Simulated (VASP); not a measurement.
# BN (a cell with a defect) in VASP: a series of runs

Aim: see how the results for BN (a cell with a defect) move with the level of theory and the settings. Levels: PBE, r2SCAN. Tasks: single point, relaxation of the atoms.

All numbers are computed with VASP 6.6.1; they aren't measurements. Logs are shortened: lines on timing, memory, paths and dates and some standing lists are left out, and cuts for length are marked.

## (1) The cell of the first run

The cell holds a defect, 34 atoms: a = 7.465 Å, b = 7.465 Å, c = 6.495 Å, α = 90.00°, β = 90.00°, γ = 120.00°.

## (2) Single point, PBE, collinear spin

Input file INCAR:

```
SYSTEM = BN
PREC = Accurate ; ENCUT = 520
EDIFF = 1E-6 ; ISMEAR = 0
SIGMA = 0.01 ; LREAL = Auto
LASPH = .True. ; NELM = 200
ALGO = Normal ; ISIF = 2
LWAVE = .False. ; LCHARG = .True.
ISPIN = 2 ; MAGMOM = 0 0.07 0 0.01 0 0 0 0.08 0 0 0.01 0 0.01 0 0.01 0 0.01 0.01 0 0.04 0 0.05 0 0 0.33 0 0.04 0 0.01 0 0.31 0 0.01 0
LORBIT = 11 ; NUPDOWN = 2.0
GGA = PE ; LELF = .True.
LVHAR = .True. ; NBANDS = 95
GGA_COMPAT = .False. ; ISYM = -1
```

Input file KPOINTS:

```
explicit points
1
Reciprocal
  0.25000000   0.25000000   0.25000000 1
```

Input file POSCAR:

```
BN
1.0
    7.4650312844      0.0000000000      0.0000000000
   -3.7325156422      6.4649067324      0.0000000000
    0.0000000000      0.0000000000      6.4954828762
B N
17 17
Direct
    0.1139382281      0.2232642284      0.2508248712
    0.2142528217      0.1033119666      0.7508777058
    0.1136194561      0.5558245535      0.2508303499
    0.2271734038      0.4459526608      0.7510145958
    0.1134004628      0.8892238206      0.2506046497
    0.2177223413      0.7717015452      0.7508432790
    0.4475920346      0.2238640357      0.2507494255
    0.5523094923      0.1029414655      0.7514504019
    0.4474414408      0.5560169649      0.2506007975
    0.4471674102      0.8892370046      0.2510363189
    0.5569494692      0.7759447404      0.7515624961
    0.7806825783      0.2232062087      0.2510303820
    0.8875820448      0.1124409928      0.7513948934
    0.7798496939      0.5559652619      0.2506077533
    0.8816650312      0.4461234327      0.7506919250
    0.7803095523      0.8892465202      0.2507182412
    0.8825674824      0.7755153232      0.7501890271
    0.1159290203      0.2223465813      0.7509988418
    0.2245500114      0.1120757953      0.2507522289
    0.1086194678      0.5520795329      0.7508349345
    0.2244397766      0.4453202569      0.2508456968
    0.1121845916      0.8880159344      0.7504159897
    0.2245261640      0.7787482374      0.2508301681
    0.5578126563      0.1121775940      0.2512163988
    0.4429113089      0.5614113294      0.7518088558
    0.5577792240      0.4453940371      0.2504002936
    0.4406994959      0.8875923377      0.7514511660
    0.5579703147      0.7789174107      0.2509536852
    0.7708161849      0.2218029783      0.7516773937
    0.8912925966      0.1122555714      0.2509702783
    0.7824558969      0.5614629097      0.7489963473
    0.8911334734      0.4453758610      0.2507921614
    0.7793223056      0.8936466779      0.7511829847
    0.8912212600      0.7788822745      0.2502190150
```

Potentials or basis: VASP PAW PBE potentials, release 64 (B, N).

The run is started by

```sh
> cat potpaw_PBE.64/B/POTCAR potpaw_PBE.64/N/POTCAR > POTCAR
> mpirun -np 1 vasp_std > vasp.out
```

OUTCAR:

```text
SYSTEM = BN
   PREC = Accurate
   ENCUT = 520
   EDIFF = 1E-6
   ISMEAR = 0
   LREAL = Auto
   LASPH = .True.
   NELM = 200
   ISIF = 2
   ISPIN = 2
   LORBIT = 11
   NUPDOWN = 2.0
   GGA = PE
   ISYM = -1

 ion  position               nearest neighbor table
   1  0.114  0.223  0.251-  19 1.43  21 1.44  30 1.44
   2  0.214  0.103  0.751-  22 1.39  18 1.41
   3  0.114  0.556  0.251-  21 1.43  32 1.44  23 1.44
   4  0.227  0.446  0.751-  25 1.40  18 1.45  20 1.45
   5  0.113  0.889  0.251-  23 1.43  34 1.44  19 1.44
   6  0.218  0.772  0.751-  20 1.42  22 1.43  27 1.44
   7  0.448  0.224  0.251-  26 1.43  24 1.43  19 1.44
   8  0.552  0.103  0.751-  27 1.39  29 1.41
   9  0.447  0.556  0.251-  26 1.43  28 1.44  21 1.44
  10  0.447  0.889  0.251-  28 1.43  23 1.44  24 1.44
  11  0.557  0.776  0.752-  25 1.39  33 1.44  27 1.47
  12  0.781  0.223  0.251-  30 1.43  32 1.44  24 1.44
  13  0.888  0.112  0.751-  33 1.41  29 1.46  18 1.48
  14  0.780  0.556  0.251-  32 1.43  26 1.44  34 1.44
[... 8 lines left out ...]
  23  0.225  0.779  0.251-   5 1.43  10 1.44   3 1.44
  24  0.558  0.112  0.251-   7 1.43  12 1.44  10 1.44
  25  0.443  0.561  0.752-  11 1.39   4 1.40
  26  0.558  0.445  0.250-   9 1.43   7 1.43  14 1.44
  27  0.441  0.888  0.751-   8 1.39   6 1.44  11 1.47
  28  0.558  0.779  0.251-  10 1.43  16 1.44   9 1.44
  29  0.771  0.222  0.752-   8 1.41  15 1.45  13 1.46
  30  0.891  0.112  0.251-  12 1.43   1 1.44  16 1.44
  31  0.782  0.561  0.749-  17 1.38  15 1.39
  32  0.891  0.445  0.251-  14 1.43  12 1.44   3 1.44
  33  0.779  0.894  0.751-  13 1.41  17 1.43  11 1.44
  34  0.891  0.779  0.250-  16 1.43   5 1.44  14 1.44

IMPORTANT INFORMATION: All symmetrisations will be switched off!
NOSYMM: (Re-)initialisation of all symmetry stuff for point group C_1.

----------------------------------------------------------------------------------------

                                     Primitive cell

  volume of cell :     313.4768

  direct lattice vectors                    reciprocal lattice vectors
     7.465031284  0.000000000  0.000000000     0.133957911  0.077340636  0.000000000
    -3.732515642  6.464906732  0.000000000     0.000000000  0.154681273  0.000000000
     0.000000000  0.000000000  6.495482876     0.000000000  0.000000000  0.153953142

  length of vectors
     7.465031284  7.465031284  6.495482876     0.154681273  0.154681273  0.153953142

  position of ions in fractional coordinates (direct lattice)
     0.113938228  0.223264228  0.250824871
     0.214252822  0.103311967  0.750877706
     0.113619456  0.555824554  0.250830350
     0.227173404  0.445952661  0.751014596
     0.113400463  0.889223821  0.250604650
     0.217722341  0.771701545  0.750843279
[... 26 lines left out ...]
     0.779322306  0.893646678  0.751182985
     0.891221260  0.778882274  0.250219015

  ion indices of the primitive-cell ions
   primitive index   ion index
                 1           1
                 2           2
                 3           3
                 4           4
                 5           5
                 6           6
[... 26 lines left out ...]
                33          33
                34          34

----------------------------------------------------------------------------------------

 KPOINTS: explicit points

Read explicit list of k-points.

 Found      1 k-points:

 Following reciprocal coordinates:
            Coordinates               Weight
  0.250000  0.250000  0.250000      1.000000
   k-points           NKPTS =      1   k-points in BZ     NKDIM =      1   number of bands    NBANDS=     95
   number of dos      NEDOS =    301   number of ions     NIONS =     34
   total plane-waves  NPLWV = 150528
   dimension x,y,z NGX =    56 NGY =   56 NGZ =   48
   dimension x,y,z NGXF=   112 NGYF=  112 NGZF=   96
   ions per type =              17  17
   NGX,Y,Z   is equivalent  to a cutoff of  12.47, 12.47, 12.29 a.u.
   NGXF,Y,Z  is equivalent  to a cutoff of  24.94, 24.94, 24.57 a.u.
 SYSTEM =  BN
   PREC   = accura    normal or accurate (medium, high low for compatibility)
   ISTART =      0    job   : 0-new  1-cont  2-samecut
   ICHARG =      2    charge: 1-file 2-atom 10-const
   ISPIN  =      2    spin polarized calculation?
   LNONCOLLINEAR =      F non collinear calculations
   LSORBIT =      F    spin-orbit coupling
   LASPH  =      T    aspherical Exc in radial PAW
   ENCUT  =  520.0 eV  38.22 Ry    6.18 a.u.  13.88 13.88 12.08*2*pi/ulx,y,z
   NELM   =    200;   NELMIN=  2; NELMDL= -5     # of ELM steps
   EDIFF  = 0.1E-05   stopping-criterion for ELM
   LREAL  =      T    real-space projection
   EDIFFG = 0.1E-04   stopping-criterion for IOM
   NSW    =      0    number of steps for IOM
   IBRION =     -1    ionic relax: 0-MD 1-quasi-New 2-CG
   NFREE  =      0    steps in history (QN), initial steepest desc. (CG)
   ISIF   =      2    stress and relaxation
   ISYM   =     -1    0-nonsym 1-usesym 2-fastsym
   POTIM  = 0.5000    time-step for ionic-motion
   TEBEG  =    0.0;   TEEND  =   0.0 temperature during run
   PSTRESS=    0.0 pullay stress
   NELECT =     136.0000    total number of electrons
   NUPDOWN=       2.0000    fix difference up-down
   EMIN   =  10.00;   EMAX   =-10.00  energy-range for DOS
   EFERMI =   0.00;   METHOD = LEGACY
   ISMEAR =     0;   SIGMA  =   0.01  broadening in eV -4-tet -1-fermi 0-gaus
   EFERMI_NEDOS =   21; number of points for ismear=-14 and -15
   IALGO  =     38    algorithm
   IMIX   =      4    mixing-type and parameters
     AMIX     =   0.40;   BMIX     =  1.00
     AMIX_MAG =   1.60;   BMIX_MAG =  1.00
  volume/ion in A,a.u.               =       9.22        62.22
  Fermi-wavevector in a.u.,A,eV,Ry     =   1.239327  2.341989 20.897626  1.535932
  Thomas-Fermi vector in A             =   2.373815
   LORBIT       =     11    0 simple, 1 ext, 2 COOP (PROOUT), +10 PAW based schemes
   GGA     = PE    functional components
   LHFCALC =     F    Hartree Fock is set to
   AEXX    =    0.0000 exact exchange contribution
   IVDW    =     0    specifies the selected vdW correction
   LEPSILON=     F    determine dielectric tensor
   LRPA    =     F    only Hartree local field effects (RPA)
 spin polarized calculation
 Gauss-broadening in eV      SIGMA  =   0.01
  energy-cutoff  :      520.00
  volume of cell :      313.48
 maximum number of plane-waves:      8452
 NGX is ok and might be reduce to    56
   NGX = 27   NGY = 27   NGZ = 25

 number of electron     136.0000003 magnetization       2.0000219

 Free energy of the ion-electron system (eV)
  ---------------------------------------------------
  ext. energy  EPLUGINS =         0.00000000
  ---------------------------------------------------
  free energy    TOTEN  =      -289.76225167 eV

  energy without entropy =     -289.76225167  energy(sigma->0) =     -289.76225167

 E-fermi :   2.2202     XC(G=0):  -9.9903

 val. band max:        2.4396220139   @ k =   0.2500   0.2500   0.2500
 cond. band min:       3.2021607068   @ k =   0.2500   0.2500   0.2500
 fundamental gap:      0.7625386928
 Fermi energy:         2.5080106224

 spin component 1

 k-point     1 :       0.2500    0.2500    0.2500
  band No.  band energies     occupation
      1     -15.4535      1.00000
      2     -15.2029      1.00000
      3     -15.0446      1.00000
      4     -14.7350      1.00000
      5     -14.7072      1.00000
      6     -14.3523      1.00000
[... 72 lines left out ...]
     79       8.6808      0.00000
     80       8.9743      0.00000
 Fermi energy:         2.2201885706

 spin component 2

 k-point     1 :       0.2500    0.2500    0.2500
  band No.  band energies     occupation
      1     -15.3907      1.00000
      2     -15.1791      1.00000
      3     -14.9657      1.00000
      4     -14.7258      1.00000
      5     -14.6957      1.00000
      6     -14.2307      1.00000
[... 72 lines left out ...]
     79       8.7301      0.00000
     80       8.9993      0.00000
 [bands above 80 left out]

------------------------ aborting loop because EDIFF is reached ----------------------------------------

  FORCE on cell =-STRESS in cart. coord.  units (eV):
  Direction    XX          YY          ZZ          XY          YZ          ZX
  --------------------------------------------------------------------------------------
  -------------------------------------------------------------------------------------
  Total       11.2715454     24.4640493      5.8923117      0.1788470     -0.0894424      0.0498538
  in kB       57.6087839    125.0355729     30.1155612      0.9140859     -0.4571393      0.2548026
  external PRESSURE =      70.9199726 kB  Pullay stress =       0.0000000 kB

 VOLUME and BASIS-vectors are now :
 -----------------------------------------------------------------------------
  energy-cutoff  :      520.00
  volume of cell :      313.48
      direct lattice vectors                 reciprocal lattice vectors
     7.465031284  0.000000000  0.000000000     0.133957911  0.077340636  0.000000000
    -3.732515642  6.464906732  0.000000000     0.000000000  0.154681273  0.000000000
     0.000000000  0.000000000  6.495482876     0.000000000  0.000000000  0.153953142

 POSITION                                       TOTAL-FORCE (eV/Angst)
 -----------------------------------------------------------------------------------
      0.01722      1.44338      1.62923         0.000211     -0.004411     -0.000147
      1.21379      0.66790      4.87731        -0.014454     -0.004387     -0.000174
     -1.22645      3.59335      1.62926        -0.000130     -0.000968      0.000158
      0.03133      2.88304      4.87820         0.008334      0.006955      0.002594
     -2.47250      5.74875      1.62780        -0.001164      0.000044      0.002738
     -1.25508      4.98898      4.87709        -0.003048     -0.000683      0.000975
[... 26 lines left out ...]
      2.48212      5.77734      4.87930        -0.002041      0.005788      0.002688
      3.74580      5.03540      1.62529        -0.000620     -0.003878      0.000411
 -----------------------------------------------------------------------------------
    total drift:                                0.004451      0.002499      0.002718

  FREE ENERGIE OF THE ION-ELECTRON SYSTEM (eV)
  ---------------------------------------------------
  free  energy   TOTEN  =      -289.7622516693 eV

  energy  without entropy=     -289.7622516693  energy(sigma->0) =     -289.76225167

 total charge

# of ion       s       p       d       tot
------------------------------------------
    1        0.758   1.452   0.000   2.210
    2        0.744   1.247   0.000   1.991
    3        0.757   1.449   0.000   2.206
    4        0.759   1.454   0.000   2.213
    5        0.758   1.451   0.000   2.208
    6        0.763   1.450   0.000   2.213
[... 26 lines left out ...]
   33        1.234   2.824   0.000   4.057
   34        1.231   2.812   0.000   4.043
--------------------------------------------------
tot         33.835  71.476   0.000 105.311

 magnetization (x)

# of ion       s       p       d       tot
------------------------------------------
    1       -0.000   0.000   0.000   0.000
    2        0.024   0.129   0.000   0.153
    3       -0.000  -0.000   0.000  -0.000
    4        0.003   0.013   0.000   0.016
    5       -0.000  -0.000   0.000  -0.000
    6        0.002  -0.001   0.000   0.001
[... 26 lines left out ...]
   33        0.001   0.010   0.000   0.011
   34       -0.000  -0.000   0.000  -0.000
--------------------------------------------------
tot          0.154   1.246   0.000   1.400
```

It took 2.8 min on 1 thread of Intel Xeon Platinum 8488C (Sapphire Rapids), shared host; peak memory 0.49 GiB.

Results:

| Item | Value |
| --- | --- |
| Free energy | -289.7623 eV |
| Pressure | 7.1 GPa |
| Largest force | 0.038 eV/Å |
| Net moment | 2.00 μB per cell |
| Site moments | B +0.00, +0.15, -0.00, +0.02, +0.17, +0.01 (each value once); N +0.01, +0.05, -0.00, +0.06, +0.00, +0.42, +0.40 (each value once) μB |
| Valence electrons inside the program's atomic spheres | B 2.21, 1.99, 1.98, 2.20, 2.15, 2.22 (each value once); N 4.02, 4.04, 4.03, 3.87, 4.05, 3.88, 4.06 (each value once) |

Forces in eV/Å, atoms in the order of the input:
```
B    0.000 -0.004  0.000
B   -0.014 -0.004  0.000
B    0.000 -0.001  0.000
B    0.008  0.007  0.003
B   -0.001  0.000  0.003
B   -0.003 -0.001  0.001
B    0.003  0.000  0.001
B    0.011 -0.008 -0.001
B   -0.001 -0.012  0.001
B    0.005  0.003  0.000
B   -0.003  0.000 -0.001
B    0.001  0.009  0.001
B    0.001 -0.002 -0.002
B    0.001  0.000  0.001
B    0.000  0.003  0.000
B   -0.002  0.004  0.000
B    0.002 -0.004  0.000
N    0.008  0.010 -0.002
N    0.001  0.005 -0.002
N   -0.003 -0.009 -0.003
N    0.002  0.010  0.001
N    0.024  0.021 -0.002
N   -0.002 -0.007  0.001
N   -0.008 -0.003  0.001
N    0.027 -0.026 -0.003
N   -0.001  0.002  0.001
N   -0.013  0.023  0.000
N    0.000  0.005  0.002
N   -0.011  0.009 -0.001
N    0.002 -0.006  0.003
N   -0.032 -0.021 -0.004
N    0.001 -0.003  0.000
N   -0.002  0.006  0.003
N   -0.001 -0.004  0.000
```

Stress tensor (GPa, compression positive):
```
 5.76  0.09  0.03
 0.09 12.50 -0.05
 0.03 -0.05  3.01
```

Caveat: the total moment is fixed, so each spin has its own Fermi level and the state may be an excited one.

[end of part 1 of 3]
